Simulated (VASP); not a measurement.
# MoS2 (P-3m1) in VASP: single point with PBE

Aim: the single point of MoS2 with PBE.

Program: VASP 6.6.1. These are calculated values, not measurements. Logs are shortened: lines on timing, memory, paths and dates and some standing lists are left out, and cuts for length are marked.

## 1. The cell of the first run

Symmetry: P-3m1, No. 164, trigonal system. Conventional cell: a = 3.220 Å, b = 3.220 Å, c = 5.945 Å, α = 90.00°, β = 90.00°, γ = 120.00°. Within 3.2 Å of Mo (site symmetry -3m) lie 6 S at 2.42 Å. S (site symmetry 3m) has 3 Mo at 2.42 Å within 3.2 Å.

## 2. Single point, PBE

INCAR reads:

```
  PREC = Accurate
  ENCUT = 520
  EDIFF = 1E-7
  ISMEAR = -1
  SIGMA = 0.02
  LREAL = False
  LASPH = True
  NELM = 80
  ALGO = Normal
  ISIF = 2
  LWAVE = False
  LCHARG = False
  GGA = PE
  NBANDS = 20
```

KPOINTS reads:

```
Automatic mesh
0
Gamma
  9 9 4
```

POSCAR reads:

```
MoS2
1.0
    3.2202374489      0.0000000000      0.0000000000
   -1.6101187245      2.7888074370      0.0000000000
    0.0000000000      0.0000000000      5.9450268340
Mo S
1 2
Direct
    0.0000000000      0.0000000000      0.0000000000
    0.3333333333      0.6666666667      0.2600310814
    0.6666666667      0.3333333333      0.7399689186
```

Potentials or basis: VASP PAW PBE potentials, release 64 (Mo_sv, S).

Command:

```bash
> cat potpaw_PBE.64/Mo_sv/POTCAR potpaw_PBE.64/S/POTCAR > POTCAR
> mpirun -np 1 vasp_std > vasp.out
```

OUTCAR:

```text
PREC = Accurate
   ENCUT = 520
   EDIFF = 1E-7
   ISMEAR = -1
   LREAL = False
   LASPH = True
   NELM = 80
   ISIF = 2
   GGA = PE

 ion  position               nearest neighbor table
   1  0.000  0.000  0.000-   2 2.42   3 2.42   3 2.42   2 2.42   3 2.42   2 2.42
   2  0.333  0.667  0.260-   1 2.42   1 2.42   1 2.42
   3  0.667  0.333  0.740-   1 2.42   1 2.42   1 2.42

  LATTYP: Found a hexagonal cell.
 ALAT       =     3.2202374489
 C/A-ratio  =     1.8461454872

  Lattice vectors:

 A1 = (   3.2202374489,   0.0000000000,   0.0000000000)
 A2 = (  -1.6101187245,   2.7888074370,   0.0000000000)
 A3 = (   0.0000000000,   0.0000000000,   5.9450268340)

Analysis of symmetry for initial positions (statically):
=====================================================================
 Subroutine PRICEL returns:
 Original cell was already a primitive cell.

 Routine SETGRP: Setting up the symmetry group for a
 hexagonal supercell.

 Subroutine GETGRP returns: Found 12 space group operations
 (whereof 12 operations were pure point group operations)
 out of a pool of 24 trial point group operations.

The static configuration has the point symmetry D_3d.

Analysis of symmetry for dynamics (positions and initial velocities):
=====================================================================
 Subroutine PRICEL returns:
 Original cell was already a primitive cell.

 Routine SETGRP: Setting up the symmetry group for a
 hexagonal supercell.

 Subroutine GETGRP returns: Found 12 space group operations
 (whereof 12 operations were pure point group operations)
 out of a pool of 24 trial point group operations.

The dynamic configuration has the point symmetry D_3d.

 Subroutine INISYM returns: Found 12 space group operations
 (whereof 12 operations are pure point group operations),
 and found     1 'primitive' translations

----------------------------------------------------------------------------------------

                                     Primitive cell

  volume of cell :      53.3900

  direct lattice vectors                    reciprocal lattice vectors
     3.220237449  0.000000000  0.000000000     0.310536107  0.179288105  0.000000000
    -1.610118724  2.788807437  0.000000000     0.000000000  0.358576210  0.000000000
     0.000000000  0.000000000  5.945026834     0.000000000  0.000000000  0.168207819

  length of vectors
     3.220237449  3.220237449  5.945026834     0.358576210  0.358576210  0.168207819

  position of ions in fractional coordinates (direct lattice)
     0.000000000  0.000000000  0.000000000
     0.333333333  0.666666667  0.260031081
     0.666666667  0.333333333  0.739968919

  ion indices of the primitive-cell ions
   primitive index   ion index
                 1           1
                 2           2
                 3           3

----------------------------------------------------------------------------------------

 KPOINTS: Automatic mesh

Automatic generation of k-mesh.
 Grid dimensions read from file:
 generate k-points for:    9    9    4

 Generating k-lattice:

  Cartesian coordinates                     Fractional coordinates (reciprocal lattice)
     0.034504012  0.019920901  0.000000000     0.111111111  0.000000000  0.000000000
     0.000000000  0.039841801  0.000000000     0.000000000  0.111111111  0.000000000
     0.000000000  0.000000000  0.042051955     0.000000000  0.000000000  0.250000000

  Length of vectors
     0.039841801  0.039841801  0.042051955

  Shift w.r.t. Gamma in fractional coordinates (k-lattice)
     0.000000000  0.000000000  0.000000000

 Subroutine IBZKPT returns following result:
 ===========================================

 Found     43 irreducible k-points:

 Following reciprocal coordinates:
            Coordinates               Weight
  0.000000  0.000000  0.000000      1.000000
  0.111111  0.000000  0.000000      6.000000
  0.222222  0.000000  0.000000      6.000000
  0.333333  0.000000  0.000000      6.000000
  0.444444  0.000000  0.000000      6.000000
  0.111111  0.111111  0.000000      6.000000
[... 16 lines left out ...]
  0.222222  0.111111  0.250000     12.000000
 -0.111111  0.333333  0.250000     12.000000
 [... further k-points ...]
   k-points           NKPTS =     43   k-points in BZ     NKDIM =     43   number of bands    NBANDS=     20
   number of dos      NEDOS =    301   number of ions     NIONS =      3
   total plane-waves  NPLWV =  27648
   dimension x,y,z NGX =    24 NGY =   24 NGZ =   48
   dimension x,y,z NGXF=    48 NGYF=   48 NGZF=   96
   ions per type =               1   2
   NGX,Y,Z   is equivalent  to a cutoff of  12.39, 12.39, 13.42 a.u.
   NGXF,Y,Z  is equivalent  to a cutoff of  24.78, 24.78, 26.85 a.u.
 SYSTEM =  unknown system
   PREC   = accura    normal or accurate (medium, high low for compatibility)
   ISTART =      0    job   : 0-new  1-cont  2-samecut
   ICHARG =      2    charge: 1-file 2-atom 10-const
   ISPIN  =      1    spin polarized calculation?
   LNONCOLLINEAR =      F non collinear calculations
   LSORBIT =      F    spin-orbit coupling
   LASPH  =      T    aspherical Exc in radial PAW
   ENCUT  =  520.0 eV  38.22 Ry    6.18 a.u.   5.99  5.99 11.05*2*pi/ulx,y,z
   NELM   =     80;   NELMIN=  2; NELMDL= -5     # of ELM steps
   EDIFF  = 0.1E-06   stopping-criterion for ELM
   LREAL  =      F    real-space projection
   EDIFFG = 0.1E-05   stopping-criterion for IOM
   NSW    =      0    number of steps for IOM
   IBRION =     -1    ionic relax: 0-MD 1-quasi-New 2-CG
   NFREE  =      0    steps in history (QN), initial steepest desc. (CG)
   ISIF   =      2    stress and relaxation
   ISYM   =      2    0-nonsym 1-usesym 2-fastsym
   POTIM  = 0.5000    time-step for ionic-motion
   TEBEG  =    0.0;   TEEND  =   0.0 temperature during run
   PSTRESS=    0.0 pullay stress
   NELECT =      26.0000    total number of electrons
   NUPDOWN=      -1.0000    fix difference up-down
   EMIN   =  10.00;   EMAX   =-10.00  energy-range for DOS
   EFERMI =   0.00;   METHOD = LEGACY
   ISMEAR =    -1;   SIGMA  =   0.02  broadening in eV -4-tet -1-fermi 0-gaus
   EFERMI_NEDOS =   21; number of points for ismear=-14 and -15
   IALGO  =     38    algorithm
   IMIX   =      4    mixing-type and parameters
     AMIX     =   0.40;   BMIX     =  1.00
     AMIX_MAG =   1.60;   BMIX_MAG =  1.00
  volume/ion in A,a.u.               =      17.80       120.10
  Fermi-wavevector in a.u.,A,eV,Ry     =   1.287990  2.433948 22.570957  1.658919
  Thomas-Fermi vector in A             =   2.419971
   LORBIT       =      0    0 simple, 1 ext, 2 COOP (PROOUT), +10 PAW based schemes
   GGA     = PE    functional components
   LHFCALC =     F    Hartree Fock is set to
   AEXX    =    0.0000 exact exchange contribution
   IVDW    =     0    specifies the selected vdW correction
   LEPSILON=     F    determine dielectric tensor
   LRPA    =     F    only Hartree local field effects (RPA)
 non-spin polarized calculation
  energy-cutoff  :      520.00
  volume of cell :       53.39
 maximum number of plane-waves:      1482
   NGX = 11   NGY = 11   NGZ = 23

 number of electron      26.0000004 magnetization

 Free energy of the ion-electron system (eV)
  ---------------------------------------------------
  ext. energy  EPLUGINS =         0.00000000
  ---------------------------------------------------
  free energy    TOTEN  =       -20.98224245 eV

  energy without entropy =      -20.98118468  energy(sigma->0) =      -20.98171356

 E-fermi :   7.7601     XC(G=0): -10.8903

 val. band max:        7.6967214677   @ k =   0.1111   0.0000   0.0000
 cond. band min:       7.7987563522   @ k =   0.3333   0.2222   0.0000
 fundamental gap:      0.1020348845
 Fermi energy:         7.7601498800

 k-point     1 :       0.0000    0.0000    0.0000
  band No.  band energies     occupation
      1     -54.0472      2.00000
      2     -28.0867      2.00000
      3     -28.0478      2.00000
      4     -28.0478      2.00000
      5      -7.2559      2.00000
      6      -5.5691      2.00000
[... 12 lines left out ...]
     19      14.3230      0.00000
     20      17.2194      0.00000

 k-point     2 :       0.1111    0.0000    0.0000
  band No.  band energies     occupation
      1     -54.0435      2.00000
      2     -28.0875      2.00000
      3     -28.0789      2.00000
      4     -28.0569      2.00000
      5      -7.0696      2.00000
      6      -5.5371      2.00000
[... 12 lines left out ...]
     19      14.9794      0.00000
     20      16.8398      0.00000

 k-point     3 :       0.2222    0.0000    0.0000
  band No.  band energies     occupation
      1     -54.0339      2.00000
      2     -28.1866      2.00000
      3     -28.0798      2.00000
      4     -28.0592      2.00000
      5      -6.5585      2.00000
      6      -5.4509      2.00000
[... 12 lines left out ...]
     19      15.6920      0.00000
     20      16.7713      0.00000

 k-point     4 :       0.3333    0.0000    0.0000
  band No.  band energies     occupation
      1     -54.0230      2.00000
      2     -28.2974      2.00000
      3     -28.1057      2.00000
      4     -28.0366      2.00000
      5      -5.9062      2.00000
      6      -5.3069      2.00000
[... 12 lines left out ...]
     19      14.8851      0.00000
     20      15.9877      0.00000

 k-point     5 :       0.4444    0.0000    0.0000
  band No.  band energies     occupation
      1     -54.0159      2.00000
      2     -28.3687      2.00000
      3     -28.1225      2.00000
      4     -28.0219      2.00000
      5      -5.5515      2.00000
      6      -5.0194      2.00000
[... 12 lines left out ...]
     19      14.8216      0.00000
     20      15.9259      0.00000
[... 353 lines left out ...]
      6      -4.8644      2.00000
[... 12 lines left out ...]
     19      13.9931      0.00000
     20      16.0789      0.00000

 k-point    22 :       0.1111    0.1111    0.2500
  band No.  band energies     occupation
      1     -54.0368      2.00000
      2     -28.1532      2.00000
      3     -28.0769      2.00000
      4     -28.0648      2.00000
      5      -6.5841      2.00000
      6      -5.6752      2.00000
[... 12 lines left out ...]
     19      15.8830      0.00000
     20      16.6307      0.00000

 k-point    23 :       0.2222    0.1111    0.2500
  band No.  band energies     occupation
      1     -54.0266      2.00000
      2     -28.2498      2.00000
      3     -28.1093      2.00000
      4     -28.0440      2.00000
      5      -5.9724      2.00000
      6      -5.5519      2.00000
[... 12 lines left out ...]
     19      16.1748      0.00000
     20      16.5537      0.00000

 k-point    24 :      -0.1111    0.3333    0.2500
  band No.  band energies     occupation
      1     -54.0266      2.00000
      2     -28.2498      2.00000
      3     -28.1093      2.00000
      4     -28.0440      2.00000
      5      -6.0637      2.00000
      6      -5.4337      2.00000
[... 12 lines left out ...]
     19      15.3951      0.00000
     20      17.1823      0.00000

 [... further k-points ...]

------------------------ aborting loop because EDIFF is reached ----------------------------------------

  FORCE on cell =-STRESS in cart. coord.  units (eV):
  Direction    XX          YY          ZZ          XY          YZ          ZX
  --------------------------------------------------------------------------------------
  -------------------------------------------------------------------------------------
  Total        0.3651042      0.3651042      1.3506550     -0.0000000     -0.0000000     -0.0000000
  in kB       10.9563827     10.9563827     40.5316954     -0.0000000     -0.0000000     -0.0000000
  external PRESSURE =      20.8148202 kB  Pullay stress =       0.0000000 kB

 VOLUME and BASIS-vectors are now :
 -----------------------------------------------------------------------------
  energy-cutoff  :      520.00
  volume of cell :       53.39
      direct lattice vectors                 reciprocal lattice vectors
     3.220237449  0.000000000  0.000000000     0.310536107  0.179288105  0.000000000
    -1.610118724  2.788807437  0.000000000     0.000000000  0.358576210  0.000000000
     0.000000000  0.000000000  5.945026834     0.000000000  0.000000000  0.168207819

 POSITION                                       TOTAL-FORCE (eV/Angst)
 -----------------------------------------------------------------------------------
      0.00000      0.00000      0.00000         0.000000      0.000000      0.000000
     -0.00000      1.85920      1.54589        -0.000000     -0.000000      0.199583
      1.61012      0.92960      4.39914        -0.000000      0.000000     -0.199583
 -----------------------------------------------------------------------------------
    total drift:                               -0.000000      0.000000     -0.000000

  FREE ENERGIE OF THE ION-ELECTRON SYSTEM (eV)
  ---------------------------------------------------
  free  energy   TOTEN  =       -20.9822424462 eV

  energy  without entropy=      -20.9811846793  energy(sigma->0) =      -20.98171356
```

It took 82 s on 1 thread of AMD EPYC 7R13, shared host; peak memory 0.16 GiB.

Results:

```yaml
Free_energy: -20.9822 eV
Pressure: 2.1 GPa
Largest_force: 0.200 eV/Å
Band_gap_on_the_k_mesh: zero (band 13 reaches 8.38 eV, above the bottom of band 14 at 7.28 eV)
```

Forces on the atoms (eV/Å):
```
Mo   0.000  0.000  0.000
S    0.000  0.000  0.200
S    0.000  0.000 -0.200
```

Caveat: this functional lacks dispersion, which binds the layers, so the pressure and a relaxed spacing across them are unreliable.
